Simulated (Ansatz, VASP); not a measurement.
Two plane-wave programs on Cs

```
CELL_PARAMETERS angstrom
-2.88408 2.88408 2.88408
2.88408 -2.88408 2.88408
2.88408 2.88408 -2.88408
ATOMIC_POSITIONS crystal
Cs 0.00000 0.00000 0.00000
```

Alike in both runs: task single point; functional LDA; k mesh 8 × 8 × 8; occupations gaussian, width 1 eV; no spin polarisation.

|  | VASP | Ansatz |
| --- | --- | --- |
| version | VASP 6.6.1 | Ansatz 0.2.0 |
| potentials or method | VASP PAW LDA potentials, release 64 (Cs_sv), cutoff 520 eV | plane waves (420 eV) with PAW, scalar-relativistic |
| valence electrons in the cell | 9 | 9 |

|  | VASP | Ansatz | Ansatz less VASP |
| --- | --- | --- | --- |
| pressure (GPa) | 0.0 | 0.0 | +0.01 |

Ansatz warns that its potentials were made for another functional, while VASP's fit it. LDA's correlation is that of Perdew and Zunger in VASP and of Perdew and Wang (1992) in Ansatz.

Spin-orbit coupling is off throughout.
